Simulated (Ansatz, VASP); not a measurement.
**One calculation of Ta, two programs**

File INCAR:

```
ALGO     = Normal         # electronic algorithm
EDIFF    = 1E-6           # SCF threshold, eV
ENCUT    = 500            # plane-wave cutoff, eV
GGA      = PE             # functional
GGA_COMPAT= F            
ISIF     = 2              # what is computed and relaxed
ISMEAR   = -1             # smearing method
LASPH    = T              # aspherical terms in the spheres
LCHARG   = T              # write CHGCAR
LELF     = T              # ELF
LREAL    = F              # projectors in reciprocal space
LVHAR    = T            
LWAVE    = F              # write WAVECAR
NBANDS   = 12             # bands
NELM     = 120            # most SCF steps
PREC     = Accurate       # precision mode
SIGMA    = 0.08           # smearing width, eV
```

Contents of KPOINTS:

```
k-points
0
Gamma
  14 14 14
```

File POSCAR:

```
Ta
1.0
    2.7449219440      0.0000000000      0.0000000000
    0.0000000000      2.7449219440      0.0000000000
    0.0000000000      0.0000000000      2.7449219440
Ta
1
Direct
    0.0000000000      0.0000000000      0.0000000000
```

Input for Ansatz:

```yaml
crystal:
  lattice:
    - [2.744921944, 0.0, 0.0]
    - [0.0, 2.744921944, 0.0]
    - [0.0, 0.0, 2.744921944]
  atoms:
    - { symbol: Ta, position: [0.0, 0.0, 0.0] }
kpoints:
  mp_grid: { grid: [14, 14, 14] }
  band_path:
    path:
      - [0.0, 0.0, 0.0]
      - [0.0, 0.5, 0.0]
      - [0.5, 0.5, 0.0]
      - [0.0, 0.0, 0.0]
      - [0.5, 0.5, 0.5]
      - [0.0, 0.5, 0.0]
      - [0.5, 0.5, 0.5]
      - [0.5, 0.5, 0.0]
    npoints: 8
scf:
  occupations: { method: fermi_dirac, width: 0.08 }
hamiltonian:
  xc: pbe
  pseudopotentials: { kind: paw }
output:
  forces: true
  stress: true
  eigenvalues: true
  populations: true
  dos: { projected: true, de: 0.2, e_range: [-14, 8] }
```

Change from the starting cell: volume scaled by 1, PAW files.

Alike in both runs: task single point; functional PBE; k mesh 14 × 14 × 14; occupations fermi-dirac, width 0.08 eV; no spin polarisation.

|  | VASP | Ansatz |
| --- | --- | --- |
| version | VASP 6.6.1 | Ansatz 0.2.0 |
| potentials or method | VASP PAW PBE potentials, release 64 (Ta_pv) | PAW with Ansatz's default frozen-core files, scalar-relativistic |
| plane-wave cutoff (eV) | 500 | 420 |
| valence electrons in the cell | 11 | 13 |

```csv
,VASP,Ansatz,Ansatz less VASP
pressure (GPa),0.1,0.0,-0.09
```

VASP's potentials hold 11 valence electrons a cell and Ansatz's 13, so a difference there can come from the potentials and not from the codes.

Neither program's run includes spin-orbit coupling.
